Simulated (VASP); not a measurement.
A run of VASP 6.6.1 is set up as follows.

The input INCAR:

```
PREC = Accurate ; ENCUT = 520
EDIFF = 1E-7 ; ISMEAR = -1
SIGMA = 0.05 ; LREAL = False
LASPH = True ; NELM = 150
ALGO = Normal ; ISIF = 2
LWAVE = False ; LCHARG = False
ISPIN = 2 ; MAGMOM = 2.046 -2.046
LORBIT = 11 ; LMAXMIX = 4
GGA = RE ; NBANDS = 24
```

File KPOINTS:

```
Automatic mesh
0
Gamma
  14 14 10
```

File POSCAR:

```
Mn
1.0
    2.6992501381      0.0000000000      0.0000000000
    0.0000000000      2.6992501381      0.0000000000
    0.0000000000      0.0000000000      3.6420162917
Mn
2
Direct
    1.0000000000      1.0000000000      0.0000000000
    0.5000000000      0.5000000000      0.5000000000
```

Potentials or basis: VASP PAW PBE potentials, release 64 (Mn_pv).

The run is started by

```console
$ cat potpaw_PBE.64/Mn_pv/POTCAR > POTCAR
$ mpirun -np 1 vasp_std > vasp.out
```

**Question.** What does it give for the site moments?

**Answer.** Mn +2.62, -2.62 μB.

**Question.** Estimate the band gap on the k mesh.

**Answer.** Zero (filled and empty bands overlap).

**Question.** What does it give for the pressure?

**Answer.** -9.8 GPa.

Stress tensor (GPa, compression positive):
```
-10.45   0.00   0.00
  0.00 -10.45   0.00
  0.00   0.00  -8.64
```

Caveat: the PAW data sets were made with another functional, which shifts forces and pressure a little.
